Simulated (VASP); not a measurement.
# Ni (Fm-3m) in VASP: single point with LDA

Aim: the single point of Ni with LDA.

All numbers are computed with VASP 6.6.1; they aren't measurements. Logs are shortened: lines on timing, memory, paths and dates and some standing lists are left out, and cuts for length are marked.

## (1) The cell of the first run

Symmetry: Fm-3m, No. 225, cubic system. The conventional cell has a = 3.424 Å, b = 3.424 Å, c = 3.424 Å, α = 90.00°, β = 90.00°, γ = 90.00°. Within 3.2 Å of Ni (site symmetry m-3m) lie 12 Ni at 2.42 Å.

## (2) Single point, LDA, collinear spin, ferromagnetic start

Contents of INCAR:

```
PREC     = Accurate       # precision mode
ENCUT    = 520            # plane-wave cutoff, eV
EDIFF    = 1E-6           # SCF threshold, eV
ISMEAR   = 0              # smearing method
SIGMA    = 0.1            # smearing width, eV
LREAL    = F              # projectors in reciprocal space
LASPH    = T              # aspherical terms in the spheres
NELM     = 150            # most SCF steps
ALGO     = Normal         # electronic algorithm
ISIF     = 2              # what is computed and relaxed
LWAVE    = F              # write WAVECAR
LCHARG   = F              # write CHGCAR
ISPIN    = 2              # spin polarisation
MAGMOM   = 0.7            # initial moments
LORBIT   = 11             # projections on sites
LMAXMIX  = 4              # l up to which the mixer works
GGA      = CA             # functional
ISYM     = 0            
NBANDS   = 15             # bands
```

Contents of KPOINTS:

```
Automatic mesh
0
Gamma
  14 10 28
```

Contents of POSCAR:

```
Ni
1.0
    2.4211898561      0.0000000000      0.0000000000
    0.0000000000      3.4240795316      0.0000000000
    1.2105949281      1.7120397658      1.2105949281
Ni
1
Direct
    0.0000000000      0.0000000000      0.0000000000
```

Potentials or basis: VASP PAW LDA potentials, release 64 (Ni).

Started as:

```
> cat potpaw_LDA.64/Ni/POTCAR > POTCAR
> mpirun -np 1 vasp_std > vasp.out
```

OUTCAR:

```text
PREC = Accurate
   ENCUT = 520
   EDIFF = 1E-6
   ISMEAR = 0
   LREAL = F
   LASPH = T
   NELM = 150
   ISIF = 2
   ISPIN = 2
   LORBIT = 11
   GGA = CA
   ISYM = 0

 ion  position               nearest neighbor table
   1  0.000  0.000  0.000-

IMPORTANT INFORMATION: All symmetrisations will be switched off!
NOSYMM: (Re-)initialisation of all symmetry stuff for point group C_1.

----------------------------------------------------------------------------------------

                                     Primitive cell

  volume of cell :      10.0363

  direct lattice vectors                    reciprocal lattice vectors
     2.421189856  0.000000000  0.000000000     0.413020068  0.000000000 -0.413020068
     0.000000000  3.424079532  0.000000000     0.000000000  0.292049291 -0.413020068
     1.210594928  1.712039766  1.210594928     0.000000000  0.000000000  0.826040137

  length of vectors
     2.421189856  3.424079532  2.421189856     0.584098582  0.505844211  0.826040137

  position of ions in fractional coordinates (direct lattice)
     0.000000000  0.000000000  0.000000000

  ion indices of the primitive-cell ions
   primitive index   ion index
                 1           1

----------------------------------------------------------------------------------------

 KPOINTS: Automatic mesh

Automatic generation of k-mesh.
 Grid dimensions read from file:
 generate k-points for:   14   10   28

 Generating k-lattice:

  Cartesian coordinates                     Fractional coordinates (reciprocal lattice)
     0.029501433  0.000000000 -0.029501433     0.071428571  0.000000000  0.000000000
     0.000000000  0.029204929 -0.041302007     0.000000000  0.100000000  0.000000000
     0.000000000  0.000000000  0.029501433     0.000000000  0.000000000  0.035714286

  Length of vectors
     0.041721327  0.050584421  0.029501433

  Shift w.r.t. Gamma in fractional coordinates (k-lattice)
     0.000000000  0.000000000  0.000000000

 -----------------------------------------------------------------------------
|                                                                             |
|           W    W    AA    RRRRR   N    N  II  N    N   GGGG   !!!           |
|           W    W   A  A   R    R  NN   N  II  NN   N  G    G  !!!           |
|           W    W  A    A  R    R  N N  N  II  N N  N  G       !!!           |
|           W WW W  AAAAAA  RRRRR   N  N N  II  N  N N  G  GGG   !            |
|           WW  WW  A    A  R   R   N   NN  II  N   NN  G    G                |
|           W    W  A    A  R    R  N    N  II  N    N   GGGG   !!!           |
|                                                                             |
|     Your reciprocal lattice and k-lattice belong to different lattice       |
|     classes:                                                                |
|                                                                             |
|        The reciprocal lattice is body-centered cubic,                       |
|        whereas your k-lattice is simple monoclinic.                         |
|                                                                             |
|     Results are often still useful ...                                      |
|                                                                             |
 -----------------------------------------------------------------------------

 WARNING: IBZKPT: internal override: KBLOWUP is changed to .FALSE.
      ... skipping the blow-up phase ...

 Subroutine IBZKPT returns following result:
 ===========================================

 Found   1964 irreducible k-points:

 Following reciprocal coordinates:
            Coordinates               Weight
  0.000000  0.000000  0.000000      1.000000
  0.071429  0.000000  0.000000      2.000000
  0.142857  0.000000  0.000000      2.000000
  0.214286  0.000000  0.000000      2.000000
  0.285714  0.000000  0.000000      2.000000
  0.357143  0.000000  0.000000      2.000000
[... 16 lines left out ...]
  0.000000  0.200000 -0.000000      2.000000
  0.071429  0.200000  0.000000      2.000000
 [... further k-points ...]
   k-points           NKPTS =   1964   k-points in BZ     NKDIM =   1964   number of bands    NBANDS=     15
   number of dos      NEDOS =    301   number of ions     NIONS =      1
   total plane-waves  NPLWV =   9072
   dimension x,y,z NGX =    18 NGY =   28 NGZ =   18
   dimension x,y,z NGXF=    36 NGYF=   56 NGZF=   36
   ions per type =               1
   NGX,Y,Z   is equivalent  to a cutoff of  12.36, 13.59, 12.36 a.u.
   NGXF,Y,Z  is equivalent  to a cutoff of  24.72, 27.19, 24.72 a.u.
 SYSTEM =  unknown system
   PREC   = accura    normal or accurate (medium, high low for compatibility)
   ISTART =      0    job   : 0-new  1-cont  2-samecut
   ICHARG =      2    charge: 1-file 2-atom 10-const
   ISPIN  =      2    spin polarized calculation?
   LNONCOLLINEAR =      F non collinear calculations
   LSORBIT =      F    spin-orbit coupling
   LASPH  =      T    aspherical Exc in radial PAW
   ENCUT  =  520.0 eV  38.22 Ry    6.18 a.u.   4.50  6.37  4.50*2*pi/ulx,y,z
   NELM   =    150;   NELMIN=  2; NELMDL= -5     # of ELM steps
   EDIFF  = 0.1E-05   stopping-criterion for ELM
   LREAL  =      F    real-space projection
   EDIFFG = 0.1E-04   stopping-criterion for IOM
   NSW    =      0    number of steps for IOM
   IBRION =     -1    ionic relax: 0-MD 1-quasi-New 2-CG
   NFREE  =      0    steps in history (QN), initial steepest desc. (CG)
   ISIF   =      2    stress and relaxation
   ISYM   =      0    0-nonsym 1-usesym 2-fastsym
   POTIM  = 0.5000    time-step for ionic-motion
   TEBEG  =    0.0;   TEEND  =   0.0 temperature during run
   PSTRESS=    0.0 pullay stress
   NELECT =      10.0000    total number of electrons
   NUPDOWN=      -1.0000    fix difference up-down
   EMIN   =  10.00;   EMAX   =-10.00  energy-range for DOS
   EFERMI =   0.00;   METHOD = LEGACY
   ISMEAR =     0;   SIGMA  =   0.10  broadening in eV -4-tet -1-fermi 0-gaus
   EFERMI_NEDOS =   21; number of points for ismear=-14 and -15
   IALGO  =     38    algorithm
   IMIX   =      4    mixing-type and parameters
     AMIX     =   0.40;   BMIX     =  1.00
     AMIX_MAG =   1.60;   BMIX_MAG =  1.00
  volume/ion in A,a.u.               =      10.04        67.73
  Fermi-wavevector in a.u.,A,eV,Ry     =   1.635125  3.089938 36.377000  2.673634
  Thomas-Fermi vector in A             =   2.726650
   LORBIT       =     11    0 simple, 1 ext, 2 COOP (PROOUT), +10 PAW based schemes
   GGA     = CA    functional components
   LHFCALC =     F    Hartree Fock is set to
   AEXX    =    0.0000 exact exchange contribution
   IVDW    =     0    specifies the selected vdW correction
   LEPSILON=     F    determine dielectric tensor
   LRPA    =     F    only Hartree local field effects (RPA)
 spin polarized calculation
 Gauss-broadening in eV      SIGMA  =   0.10
  energy-cutoff  :      520.00
  volume of cell :       10.04
 maximum number of plane-waves:       290
 NGX is ok and might be reduce to    18
   NGX =  9   NGY = 13   NGZ =  9

 number of electron      10.0000003 magnetization       0.5733564

 Free energy of the ion-electron system (eV)
  ---------------------------------------------------
  ext. energy  EPLUGINS =         0.00000000
  ---------------------------------------------------
  free energy    TOTEN  =        -6.58394582 eV

  energy without entropy =       -6.57549910  energy(sigma->0) =       -6.57972246

 E-fermi :  10.2237     XC(G=0): -14.0976

 val. band max:       10.2233599781   @ k =  -0.1429   0.5000   0.3929
 cond. band min:      10.2241608712   @ k =   0.4286   0.4000   0.0357
 fundamental gap:      0.0008008930
 Fermi energy:        10.2237254333

 spin component 1

 k-point     1 :       0.0000    0.0000    0.0000
  band No.  band energies     occupation
      1       0.6704      1.00000
      2       7.6708      1.00000
      3       7.6722      1.00000
      4       7.6733      1.00000
      5       8.9676      1.00000
      6       8.9676      1.00000
      7      34.6818      0.00000
      8      39.0840      0.00000
      9      39.0843      0.00000
     10      39.0848      0.00000
     11      42.3494      0.00000
     12      42.3497      0.00000
     13      42.3504      0.00000
     14      45.3117      0.00000
     15      52.2588      0.00000
[... 397 lines left out ...]
 k-point    24 :       0.0714    0.2000    0.0000
  band No.  band energies     occupation
      1       3.1444      1.00000
      2       7.1810      1.00000
      3       7.9176      1.00000
      4       7.9979      1.00000
      5       8.9338      1.00000
      6       9.2342      1.00000
      7      25.7874      0.00000
      8      34.0758      0.00000
      9      34.5709      0.00000
     10      39.0474      0.00000
     11      40.7112      0.00000
     12      44.7945      0.00000
     13      44.8053      0.00000
     14      47.7975      0.00000
     15      52.2527      0.00000

 [... further k-points ...]

 Fermi energy:        10.2237254333

 spin component 2

 k-point     1 :       0.0000    0.0000    0.0000
  band No.  band energies     occupation
      1       0.7145      1.00000
      2       8.2591      1.00000
      3       8.2597      1.00000
      4       8.2621      1.00000
      5       9.5068      1.00000
      6       9.5073      1.00000
      7      34.6711      0.00000
      8      39.1283      0.00000
      9      39.1297      0.00000
     10      39.1301      0.00000
     11      42.5139      0.00000
     12      42.5151      0.00000
     13      42.5155      0.00000
     14      45.2944      0.00000
     15      52.4443      0.00000
[... 397 lines left out ...]
 k-point    24 :       0.0714    0.2000    0.0000
  band No.  band energies     occupation
      1       3.2125      1.00000
      2       7.7006      1.00000
      3       8.4715      1.00000
      4       8.5668      1.00000
      5       9.4965      1.00000
      6       9.8073      1.00000
      7      25.9650      0.00000
      8      34.1108      0.00000
      9      34.7040      0.00000
     10      39.1687      0.00000
     11      40.7820      0.00000
     12      44.8782      0.00000
     13      44.8910      0.00000
     14      47.9341      0.00000
     15      52.3992      0.00000

 [... further k-points ...]
[... 5 lines left out ...]
  --------------------------------------------------------------------------------------
  -------------------------------------------------------------------------------------
  Total       -0.0343739     -0.0212254     -0.0149934     -0.0000020      0.0012968     -0.0000013
  in kB       -5.4874092     -3.3884061     -2.3935341     -0.0003200      0.2070164     -0.0002125
  external PRESSURE =      -3.7564498 kB  Pullay stress =       0.0000000 kB

 VOLUME and BASIS-vectors are now :
 -----------------------------------------------------------------------------
  energy-cutoff  :      520.00
  volume of cell :       10.04
      direct lattice vectors                 reciprocal lattice vectors
     2.421189856  0.000000000  0.000000000     0.413020068  0.000000000 -0.413020068
     0.000000000  3.424079532  0.000000000     0.000000000  0.292049291 -0.413020068
     1.210594928  1.712039766  1.210594928     0.000000000  0.000000000  0.826040137

 POSITION                                       TOTAL-FORCE (eV/Angst)
 -----------------------------------------------------------------------------------
      0.00000      0.00000      0.00000         0.000000      0.000000      0.000000
 -----------------------------------------------------------------------------------
    total drift:                                0.000000      0.000000      0.000000

  FREE ENERGIE OF THE ION-ELECTRON SYSTEM (eV)
  ---------------------------------------------------
  free  energy   TOTEN  =        -6.5839458242 eV

  energy  without entropy=       -6.5754990954  energy(sigma->0) =       -6.57972246

 total charge

# of ion       s       p       d       tot
------------------------------------------
    1        0.535   0.572   8.368   9.475

 magnetization (x)

# of ion       s       p       d       tot
------------------------------------------
    1       -0.005  -0.018   0.597   0.574
```

Run time: 6.3 min. Hardware: 1 thread of Intel Xeon 6975P-C (Granite Rapids), shared host; peak memory 0.52 GiB.

Results:

```
Free energy                                           : -6.5839 eV
Pressure                                              : -0.4 GPa
Net moment                                            : 0.57 μB per cell
Site moments                                          : Ni +0.57 μB
Valence electrons inside the program's atomic spheres : Ni 9.47
```
